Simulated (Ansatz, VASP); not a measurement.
# One calculation of BaTiO3, two programs

Contents of INCAR:

```
PREC = Accurate
ENCUT = 520
EDIFF = 1E-6
ISMEAR = 0
SIGMA = 0.01
LREAL = F
LASPH = T
NELM = 150
ALGO = Normal
ISIF = 2
LWAVE = F
LCHARG = T
LMAXMIX = 4
LDAU = T
LDAUTYPE = 2
LDAUL = -1 2 -1
LDAUU = 0 4 0
LDAUJ = 0 0 0
LDAUPRINT = 1
GGA = PE
IVDW = 12
LELF = T
LVHAR = T
NBANDS = 28
```

File KPOINTS:

```
regular mesh
0
Gamma
  6 6 6
```

Contents of POSCAR:

```
BaTiO3
1.0
    3.9998000000      0.0000000000      0.0000000000
    0.0000000000      3.9998000000      0.0000000000
    0.0000000000      0.0000000000      4.0180000000
Ba Ti O
1 1 3
Direct
    0.0000000000      0.0000000000      0.0000000000
    0.5000000000      0.5000000000      0.4900000000
    0.5000000000      0.5000000000      0.0190000000
    0.5000000000      0.0000000000      0.5170000000
    0.0000000000      0.5000000000      0.5170000000
```

Input for Ansatz:

```yaml
crystal:
  lattice:
    - [3.9998, 0.0, 0.0]
    - [0.0, 3.9998, 0.0]
    - [0.0, 0.0, 4.018]
  atoms:
    - { symbol: Ba, position: [0.0, 0.0, 0.0] }
    - { symbol: Ti, position: [0.5, 0.5, 0.49] }
    - { symbol: O, position: [0.5, 0.5, 0.019] }
    - { symbol: O, position: [0.5, 0.0, 0.517] }
    - { symbol: O, position: [0.0, 0.5, 0.517] }
kpoints:
  mp_grid:
    grid: [6, 6, 6]
hamiltonian:
  xc: pbe
  dispersion: d3bj
  hubbard:
    - { species: Ti, l: d, u_eff: 4.0 }
scf:
  occupations:
    method: fixed
output:
  eigenvalues: true
```

Alike in both runs: task single point; functional PBE; dispersion D3(BJ); k mesh 6 × 6 × 6; no spin polarisation; Hubbard terms Ti d U = 4.0 eV.

|  | VASP | Ansatz |
| --- | --- | --- |
| version | VASP 6.6.1 | Ansatz 0.2.0 |
| potentials or method | VASP PAW PBE potentials, release 64 (Ba_sv, Ti_sv, O) | plane waves, PAW |
| plane-wave cutoff (eV) | 520 | 420 |
| occupations | gaussian, width 0.01 eV | fixed |
| valence electrons in the cell | 40 | 40 |

|  | VASP | Ansatz | Ansatz less VASP |
| --- | --- | --- | --- |
| gap on the k mesh at the Fermi level (eV) | 2.25 | 2.30 | +0.052 |

The programs project onto different local orbitals, so the same U acts differently, and such runs can settle in different states.

Neither program's run includes spin-orbit coupling.
